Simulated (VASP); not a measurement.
# MgZn2O3 (P-3m1) in VASP: notebook

Runs on MgZn2O3. Level: PBEsol+U. Tasks: single point.

All numbers are computed with VASP 6.6.1; they aren't measurements. Logs are shortened: lines on timing, memory, paths and dates and some standing lists are left out, and cuts for length are marked.

## Step 1: The cell of the first run

It takes space group P-3m1 (No. 164, trigonal). Conventional cell: a = 3.053 Å, b = 3.053 Å, c = 7.452 Å, α = 90.00°, β = 90.00°, γ = 120.00°. Mg (site symmetry -3m) has 6 O at 2.13 Å within 2.8 Å. Within 2.9 Å of Zn (site symmetry 3m) lie 6 O at 2.16 to 2.17 Å. Within 2.8 Å of O (site symmetry 3m) lie 3 Mg at 2.13 Å and 3 Zn at 2.17 Å. Within 2.9 Å of O (site symmetry -3m) lie 6 Zn at 2.16 Å.

## Step 2: Single point, PBEsol+U

INCAR

```
SYSTEM = MgZn2O3
PREC = Accurate ; ENCUT = 520
EDIFF = 1E-6 ; ISMEAR = 0
SIGMA = 0.01 ; LREAL = .FALSE.
LASPH = .TRUE. ; NELM = 150
ALGO = Normal ; ISIF = 2
LWAVE = .FALSE. ; LCHARG = .TRUE.
LDAU = .TRUE. ; LDAUTYPE = 2
LDAUL = -1 2 -1 ; LDAUU = 0 2 0
LDAUJ = 0 0 0 ; LDAUPRINT = 1
GGA = PS ; LELF = .TRUE.
LVHAR = .TRUE. ; NBANDS = 31
```

KPOINTS

```
Automatic mesh
0
G
  12 12 4
  0 0 0
```

POSCAR

```
MgZn2O3
1.0
    3.0526000000      0.0000000000      0.0000000000
   -1.5263000000      2.6436300000      0.0000000000
    0.0000000000      0.0000000000      7.4520400000
Mg Zn O
1 2 3
Direct
    0.0000000000      0.0000000000      0.0000000000
    0.3333333333      0.6666666667      0.6684200000
    0.6666666667      0.3333333333      0.3315800000
    0.3333333333      0.6666666667      0.1607000000
    0.6666666667      0.3333333333      0.8393000000
    0.0000000000      0.0000000000      0.5000000000
```

Potentials or basis: VASP PAW PBE potentials, release 64 (Mg, Zn, O).

Run with:

```
> cat potpaw_PBE.64/Mg/POTCAR potpaw_PBE.64/Zn/POTCAR potpaw_PBE.64/O/POTCAR > POTCAR
> mpirun -np 1 vasp_std > vasp.out
```

OUTCAR:

```text
SYSTEM = MgZn2O3
   PREC = Accurate
   ENCUT = 520
   EDIFF = 1E-6
   ISMEAR = 0
   LREAL = .FALSE.
   LASPH = .TRUE.
   NELM = 150
   ISIF = 2
   GGA = PS

 ion  position               nearest neighbor table
   1  0.000  0.000  0.000-   4 2.13   5 2.13   5 2.13   4 2.13   5 2.13   4 2.13   2 3.04   3 3.04
                             2 3.04   3 3.04   3 3.04   2 3.04
   2  0.333  0.667  0.668-   6 2.16   6 2.16   6 2.16   5 2.17   5 2.17   5 2.17   1 3.04   1 3.04
                             1 3.04
   3  0.667  0.333  0.332-   6 2.16   6 2.16   6 2.16   4 2.17   4 2.17   4 2.17   1 3.04   1 3.04
                             1 3.04
   4  0.333  0.667  0.161-   1 2.13   1 2.13   1 2.13   3 2.17   3 2.17   3 2.17
   5  0.667  0.333  0.839-   1 2.13   1 2.13   1 2.13   2 2.17   2 2.17   2 2.17
   6  0.000  0.000  0.500-   2 2.16   3 2.16   3 2.16   2 2.16   3 2.16   2 2.16

  LATTYP: Found a hexagonal cell.
 ALAT       =     3.0526000000
 C/A-ratio  =     2.4412107711

  Lattice vectors:

 A1 = (   3.0526000000,   0.0000000000,   0.0000000000)
 A2 = (  -1.5263000000,   2.6436300000,   0.0000000000)
 A3 = (   0.0000000000,   0.0000000000,   7.4520400000)

Analysis of symmetry for initial positions (statically):
=====================================================================
 Subroutine PRICEL returns:
 Original cell was already a primitive cell.

 Routine SETGRP: Setting up the symmetry group for a
 hexagonal supercell.

 Subroutine GETGRP returns: Found 12 space group operations
 (whereof 12 operations were pure point group operations)
 out of a pool of 24 trial point group operations.

The static configuration has the point symmetry D_3d.

Analysis of symmetry for dynamics (positions and initial velocities):
=====================================================================
 Subroutine PRICEL returns:
 Original cell was already a primitive cell.

 Routine SETGRP: Setting up the symmetry group for a
 hexagonal supercell.

 Subroutine GETGRP returns: Found 12 space group operations
 (whereof 12 operations were pure point group operations)
 out of a pool of 24 trial point group operations.

The dynamic configuration has the point symmetry D_3d.

 Subroutine INISYM returns: Found 12 space group operations
 (whereof 12 operations are pure point group operations),
 and found     1 'primitive' translations

----------------------------------------------------------------------------------------

                                     Primitive cell

  volume of cell :      60.1376

  direct lattice vectors                    reciprocal lattice vectors
     3.052600000  0.000000000  0.000000000     0.327589596  0.189133880  0.000000000
    -1.526300000  2.643630000  0.000000000     0.000000000  0.378267761  0.000000000
     0.000000000  0.000000000  7.452040000     0.000000000  0.000000000  0.134191443

  length of vectors
     3.052600000  3.052600738  7.452040000     0.378267852  0.378267761  0.134191443

  position of ions in fractional coordinates (direct lattice)
     0.000000000  0.000000000  0.000000000
     0.333333333  0.666666667  0.668420000
     0.666666667  0.333333333  0.331580000
     0.333333333  0.666666667  0.160700000
     0.666666667  0.333333333  0.839300000
     0.000000000  0.000000000  0.500000000

  ion indices of the primitive-cell ions
   primitive index   ion index
                 1           1
[... 113 lines left out ...]
 Gauss-broadening in eV      SIGMA  =   0.01
  energy-cutoff  :      520.00
  volume of cell :       60.14
 maximum number of plane-waves:      1642
 NGX is ok and might be reduce to    24
   NGX = 11   NGY = 11   NGZ = 27

atom =   2  type =  2  l = 2

 onsite density matrix

spin component  1

  0.9933 -0.0000  0.0000 -0.0135 -0.0000
 -0.0000  1.0034 -0.0000 -0.0000 -0.0135
  0.0000 -0.0000  0.9840  0.0000  0.0000
 -0.0135 -0.0000  0.0000  1.0034  0.0000
 -0.0000 -0.0135  0.0000  0.0000  0.9933

spin component  2

  0.9933 -0.0000  0.0000 -0.0135 -0.0000
 -0.0000  1.0034 -0.0000 -0.0000 -0.0135
  0.0000 -0.0000  0.9840  0.0000  0.0000
 -0.0135 -0.0000  0.0000  1.0034  0.0000
 -0.0000 -0.0135  0.0000  0.0000  0.9933

 occupancies and eigenvectors

  o =  0.9839  v =  0.8214  0.0000 -0.0000  0.5704  0.0000  0.0000  0.0000  0.0000  0.0000  0.0000      0.0000  0.0000  0.0000  0.0000  0.0000  0.0000  0.0000  0.0000  0.0000  0.0000
  o =  0.9839  v =  0.0000  0.0000  0.0000  0.0000  0.0000  0.8214  0.0000 -0.0000  0.5704  0.0000      0.0000  0.0000  0.0000  0.0000  0.0000  0.0000  0.0000  0.0000  0.0000  0.0000
  o =  0.9839  v =  0.0000 -0.5704  0.0034  0.0000 -0.8214  0.0000  0.0000  0.0000  0.0000  0.0000      0.0000  0.0000  0.0000  0.0000  0.0000  0.0000  0.0000  0.0000  0.0000  0.0000
  o =  0.9839  v =  0.0000  0.0000  0.0000  0.0000  0.0000  0.0000 -0.5704  0.0034  0.0000 -0.8214      0.0000  0.0000  0.0000  0.0000  0.0000  0.0000  0.0000  0.0000  0.0000  0.0000
  o =  0.9840  v =  0.0000  0.0019  1.0000  0.0000  0.0028  0.0000  0.0000  0.0000  0.0000  0.0000      0.0000  0.0000  0.0000  0.0000  0.0000  0.0000  0.0000  0.0000  0.0000  0.0000
  o =  0.9840  v =  0.0000  0.0000  0.0000  0.0000  0.0000  0.0000  0.0019  1.0000  0.0000  0.0028      0.0000  0.0000  0.0000  0.0000  0.0000  0.0000  0.0000  0.0000  0.0000  0.0000
  o =  1.0128  v = -0.5704  0.0000 -0.0000  0.8214 -0.0000  0.0000  0.0000  0.0000  0.0000  0.0000      0.0000  0.0000  0.0000  0.0000  0.0000  0.0000  0.0000  0.0000  0.0000  0.0000
  o =  1.0128  v =  0.0000  0.0000  0.0000  0.0000  0.0000 -0.5704  0.0000 -0.0000  0.8214 -0.0000      0.0000  0.0000  0.0000  0.0000  0.0000  0.0000  0.0000  0.0000  0.0000  0.0000
  o =  1.0128  v =  0.0000  0.8214 -0.0000 -0.0000 -0.5704  0.0000  0.0000  0.0000  0.0000  0.0000      0.0000  0.0000  0.0000  0.0000  0.0000  0.0000  0.0000  0.0000  0.0000  0.0000
  o =  1.0128  v =  0.0000  0.0000  0.0000  0.0000  0.0000  0.0000  0.8214 -0.0000 -0.0000 -0.5704      0.0000  0.0000  0.0000  0.0000  0.0000  0.0000  0.0000  0.0000  0.0000  0.0000

atom =   3  type =  2  l = 2

 onsite density matrix

spin component  1

  0.9933 -0.0000  0.0000 -0.0135 -0.0000
 -0.0000  1.0034 -0.0000 -0.0000 -0.0135
  0.0000 -0.0000  0.9840  0.0000  0.0000
 -0.0135 -0.0000  0.0000  1.0034  0.0000
 -0.0000 -0.0135  0.0000  0.0000  0.9933

spin component  2

  0.9933 -0.0000  0.0000 -0.0135 -0.0000
 -0.0000  1.0034 -0.0000 -0.0000 -0.0135
  0.0000 -0.0000  0.9840  0.0000  0.0000
 -0.0135 -0.0000  0.0000  1.0034  0.0000
 -0.0000 -0.0135  0.0000  0.0000  0.9933

 occupancies and eigenvectors

  o =  0.9839  v =  0.8214 -0.0000  0.0000  0.5704 -0.0000  0.0000  0.0000  0.0000  0.0000  0.0000      0.0000  0.0000  0.0000  0.0000  0.0000  0.0000  0.0000  0.0000  0.0000  0.0000
  o =  0.9839  v =  0.0000  0.0000  0.0000  0.0000  0.0000  0.8214 -0.0000  0.0000  0.5704 -0.0000      0.0000  0.0000  0.0000  0.0000  0.0000  0.0000  0.0000  0.0000  0.0000  0.0000
  o =  0.9839  v = -0.0000 -0.5704  0.0034 -0.0000 -0.8214  0.0000  0.0000  0.0000  0.0000  0.0000      0.0000  0.0000  0.0000  0.0000  0.0000  0.0000  0.0000  0.0000  0.0000  0.0000
  o =  0.9839  v =  0.0000  0.0000  0.0000  0.0000  0.0000 -0.0000 -0.5704  0.0034 -0.0000 -0.8214      0.0000  0.0000  0.0000  0.0000  0.0000  0.0000  0.0000  0.0000  0.0000  0.0000
  o =  0.9840  v = -0.0000 -0.0019 -1.0000 -0.0000 -0.0028  0.0000  0.0000  0.0000  0.0000  0.0000      0.0000  0.0000  0.0000  0.0000  0.0000  0.0000  0.0000  0.0000  0.0000  0.0000
  o =  0.9840  v =  0.0000  0.0000  0.0000  0.0000  0.0000 -0.0000 -0.0019 -1.0000 -0.0000 -0.0028      0.0000  0.0000  0.0000  0.0000  0.0000  0.0000  0.0000  0.0000  0.0000  0.0000
  o =  1.0128  v = -0.5704 -0.0000  0.0000  0.8214  0.0000  0.0000  0.0000  0.0000  0.0000  0.0000      0.0000  0.0000  0.0000  0.0000  0.0000  0.0000  0.0000  0.0000  0.0000  0.0000
  o =  1.0128  v =  0.0000  0.0000  0.0000  0.0000  0.0000 -0.5704 -0.0000  0.0000  0.8214  0.0000      0.0000  0.0000  0.0000  0.0000  0.0000  0.0000  0.0000  0.0000  0.0000  0.0000
  o =  1.0128  v =  0.0000 -0.8214  0.0000 -0.0000  0.5704  0.0000  0.0000  0.0000  0.0000  0.0000      0.0000  0.0000  0.0000  0.0000  0.0000  0.0000  0.0000  0.0000  0.0000  0.0000
  o =  1.0128  v =  0.0000  0.0000  0.0000  0.0000  0.0000  0.0000 -0.8214  0.0000 -0.0000  0.5704      0.0000  0.0000  0.0000  0.0000  0.0000  0.0000  0.0000  0.0000  0.0000  0.0000

 number of electron      44.0000042 magnetization

 Free energy of the ion-electron system (eV)
  ---------------------------------------------------
  ext. energy  EPLUGINS =         0.00000000
  ---------------------------------------------------
  free energy    TOTEN  =       -31.32970747 eV

  energy without entropy =      -31.32970747  energy(sigma->0) =      -31.32970747

 E-fermi :   2.3743     XC(G=0): -11.9309

 val. band max:        2.2552113988   @ k =   0.0000   0.0000   0.0000
 cond. band min:       4.0657356162   @ k =   0.0000   0.0000   0.0000
 fundamental gap:      1.8105242173
 Fermi energy:         2.3742877940

 k-point     1 :       0.0000    0.0000    0.0000
  band No.  band energies     occupation
      1     -15.4558      2.00000
      2     -14.5938      2.00000
      3     -14.4639      2.00000
      4      -4.0670      2.00000
      5      -3.5147      2.00000
      6      -3.5147      2.00000
[... 805 lines left out ...]
     30      15.8013      0.00000
     31      16.2540      0.00000

 [... further k-points ...]

------------------------ aborting loop because EDIFF is reached ----------------------------------------

  FORCE on cell =-STRESS in cart. coord.  units (eV):
  Direction    XX          YY          ZZ          XY          YZ          ZX
  --------------------------------------------------------------------------------------
  -------------------------------------------------------------------------------------
  Total       -3.3916217     -3.3916239     -3.4544285     -0.0000000      0.0000000      0.0000000
  in kB      -90.3591718    -90.3592301    -92.0324628     -0.0000000      0.0000000      0.0000000
  external PRESSURE =     -90.9169549 kB  Pullay stress =       0.0000000 kB

 VOLUME and BASIS-vectors are now :
 -----------------------------------------------------------------------------
  energy-cutoff  :      520.00
  volume of cell :       60.14
      direct lattice vectors                 reciprocal lattice vectors
     3.052600000  0.000000000  0.000000000     0.327589596  0.189133880  0.000000000
    -1.526300000  2.643630000  0.000000000     0.000000000  0.378267761  0.000000000
     0.000000000  0.000000000  7.452040000     0.000000000  0.000000000  0.134191443

 POSITION                                       TOTAL-FORCE (eV/Angst)
 -----------------------------------------------------------------------------------
      0.00000      0.00000      0.00000         0.000000      0.000000      0.000000
     -0.00000      1.76242      4.98109         0.000000     -0.000000     -0.003615
      1.52630      0.88121      2.47095        -0.000000     -0.000000      0.003615
     -0.00000      1.76242      1.19754         0.000000     -0.000000      0.222559
      1.52630      0.88121      6.25450        -0.000000      0.000000     -0.222559
      0.00000      0.00000      3.72602         0.000000      0.000000      0.000000
 -----------------------------------------------------------------------------------
    total drift:                                0.000000     -0.000000      0.000000

  FREE ENERGIE OF THE ION-ELECTRON SYSTEM (eV)
  ---------------------------------------------------
  free  energy   TOTEN  =       -31.3297074674 eV

  energy  without entropy=      -31.3297074674  energy(sigma->0) =      -31.32970747
```

Wall time 52 s (1 thread of Intel Xeon 6975P-C (Granite Rapids), shared host); peak memory 0.25 GiB.

What came out:

```yaml
Free_energy: -31.3297 eV
Pressure: -9.1 GPa
Largest_force: 0.223 eV/Å
Band_gap_on_the_k_mesh: 1.81 eV
```

Forces on the atoms (eV/Å):
```
Mg   0.000  0.000  0.000
Zn   0.000  0.000 -0.004
Zn   0.000  0.000  0.004
O    0.000  0.000  0.223
O    0.000  0.000 -0.223
O    0.000  0.000  0.000
```

Eigenvalues of the final occupation matrices:
```
    site  spin  trace               eigenvalues
site 2 d     1   4.98  0.98 0.98 0.98 1.01 1.01
site 2 d     2   4.98  0.98 0.98 0.98 1.01 1.01
site 3 d     1   4.98  0.98 0.98 0.98 1.01 1.01
site 3 d     2   4.98  0.98 0.98 0.98 1.01 1.01
```

Caveat: the cell stands under tension; the PAW data sets were made with another functional, which shifts forces and pressure a little.

## Step 3: Single point, PBEsol+U

INCAR

```
SYSTEM = MgZn2O3
PREC = Accurate ; ENCUT = 520
EDIFF = 1E-6 ; ISMEAR = 0
SIGMA = 0.01 ; LREAL = .FALSE.
LASPH = .TRUE. ; NELM = 150
ALGO = Normal ; ISIF = 2
LWAVE = .FALSE. ; LCHARG = .FALSE.
LDAU = .TRUE. ; LDAUTYPE = 2
LDAUL = -1 2 -1 ; LDAUU = 0 4 0
LDAUJ = 0 0 0 ; LDAUPRINT = 1
GGA = PS ; NBANDS = 31
```

KPOINTS is that of step 2.

POSCAR is that of step 2.

Potentials or basis: VASP PAW PBE potentials, release 64 (Mg, Zn, O).

Run with:

```
> cat potpaw_PBE.64/Mg/POTCAR potpaw_PBE.64/Zn/POTCAR potpaw_PBE.64/O/POTCAR > POTCAR
> mpirun -np 1 vasp_std > vasp.out
```

Run time: 48 s. Hardware: 1 thread of Intel Xeon 6975P-C (Granite Rapids), shared host; peak memory 0.25 GiB.

The run converged. Its results:

* Free energy: -31.2787 eV
* Pressure: -11.6 GPa
* Largest force: 0.379 eV/Å
* Band gap on the k mesh: 1.99 eV

Forces in eV/Å, atoms in the order of the input:
```
Mg   0.000  0.000  0.000
Zn   0.000  0.000 -0.023
Zn   0.000  0.000  0.023
O    0.000  0.000  0.379
O    0.000  0.000 -0.379
O    0.000  0.000  0.000
```

Stress tensor (GPa, compression positive):
```
-11.55   0.00   0.00
  0.00 -11.55   0.00
  0.00   0.00 -11.72
```

Levels at points of the mesh, in eV from the valence-band top:
```tsv
k point	band 18	band 19	band 20	band 21	band 22	band 23	band 24	band 25	band 26	band 27
(0.00, 0.00, 0.00)	-0.58	-0.58	-0.57	0.00	0.00	1.99	5.65	5.83	10.44	11.38
(0.50, 0.00, 0.00)	-1.92	-1.48	-0.94	-0.83	-0.35	5.41	7.14	7.45	9.07	10.05
(0.00, 0.00, 0.50)	-0.83	-0.32	-0.32	-0.10	-0.10	3.37	4.23	6.26	10.35	12.98
(0.50, 0.00, 0.50)	-2.01	-1.74	-1.33	-0.17	-0.13	5.83	6.23	7.38	9.57	10.50
```

Eigenvalues of the final occupation matrices:
| site | spin | trace | eigenvalues |
| --- | --- | --- | --- |
| site 2 d | 1 | 5.00 | 0.99 0.99 0.99 1.02 1.02 |
| site 2 d | 2 | 5.00 | 0.99 0.99 0.99 1.02 1.02 |
| site 3 d | 1 | 5.00 | 0.99 0.99 0.99 1.02 1.02 |
| site 3 d | 2 | 5.00 | 0.99 0.99 0.99 1.02 1.02 |

Caveat: the cell stands under tension; the PAW data sets were made with another functional, which shifts forces and pressure a little.

## Step 4: Single point, PBEsol+U

INCAR

```
SYSTEM = MgZn2O3
PREC = Accurate
ENCUT = 520
EDIFF = 1E-6
ISMEAR = 0
SIGMA = 0.01
LREAL = .False.
LASPH = .True.
NELM = 150
ALGO = Normal
ISIF = 2
LWAVE = .False.
LCHARG = .False.
LDAU = .True.
LDAUTYPE = 2
LDAUL = -1 2 -1
LDAUU = 0 6 0
LDAUJ = 0 0 0
LDAUPRINT = 1
GGA = PS
NBANDS = 31
```

KPOINTS

```
regular mesh
0
Gamma
  12 12 4
  0 0 0
```

POSCAR is that of step 3.

Run with:

```
> cat potpaw_PBE.64/Mg/POTCAR potpaw_PBE.64/Zn/POTCAR potpaw_PBE.64/O/POTCAR > POTCAR
> mpirun -np 1 vasp_std > vasp.out
```

It took 50 s on 1 thread of Intel Xeon 6975P-C (Granite Rapids), shared host; peak memory 0.25 GiB.

Results (log left out):

```yaml
Free_energy: -31.3017 eV
Pressure: -14.4 GPa
Largest_force: 0.556 eV/Å
Band_gap_on_the_k_mesh: 2.15 eV
```

Forces on the atoms (eV/Å):
```
Mg   0.000  0.000  0.000
Zn   0.000  0.000 -0.044
Zn   0.000  0.000  0.044
O    0.000  0.000  0.556
O    0.000  0.000 -0.556
O    0.000  0.000  0.000
```

Stress tensor (GPa, compression positive):
```
-14.30   0.00   0.00
  0.00 -14.30   0.00
  0.00   0.00 -14.48
```

Levels at points of the mesh, in eV from the valence-band top:
| k point | band 20 | band 21 | band 22 | band 23 | band 24 | band 25 |
| --- | --- | --- | --- | --- | --- | --- |
| (0.00, 0.00, 0.00) | -0.44 | 0.00 | 0.00 | 2.15 | 5.80 | 5.99 |
| (0.50, 0.00, 0.00) | -0.87 | -0.86 | -0.36 | 5.59 | 7.31 | 7.59 |
| (0.00, 0.00, 0.50) | -0.24 | -0.10 | -0.10 | 3.53 | 4.37 | 6.42 |
| (0.50, 0.00, 0.50) | -1.26 | -0.17 | -0.14 | 6.01 | 6.40 | 7.54 |

Eigenvalues of the final occupation matrices:
| site | spin | trace | eigenvalues |
| --- | --- | --- | --- |
| site 2 d | 1 | 5.01 | 0.99 0.99 0.99 1.02 1.02 |
| site 2 d | 2 | 5.01 | 0.99 0.99 0.99 1.02 1.02 |
| site 3 d | 1 | 5.01 | 0.99 0.99 0.99 1.02 1.02 |
| site 3 d | 2 | 5.01 | 0.99 0.99 0.99 1.02 1.02 |

Caveat: the cell stands under tension; the PAW data sets were made with another functional, which shifts forces and pressure a little.

## Step 5: Overview

| U | gap on the mesh (eV) | pressure (GPa) | largest force (eV/Å) |
| --- | --- | --- | --- |
| Zn d U = 2.0 eV | 1.81 | -9.1 | 0.22 |
| Zn d U = 4.0 eV | 1.99 | -11.6 | 0.38 |
| Zn d U = 6.0 eV | 2.15 | -14.4 | 0.56 |

Alike in all rows: task single point; level PBEsol+U; potentials or basis VASP PAW PBE potentials, release 64 (Mg, Zn, O); no spin polarisation; cell as given; k mesh 12 × 12 × 4; cutoff (eV) 520; smearing gaussian 0.01 eV.

Caveats: the cell stands under tension; the PAW data sets were made with another functional, which shifts forces and pressure a little.

Total energies depend on the potentials used, so only differences within one code and one set of settings carry meaning.
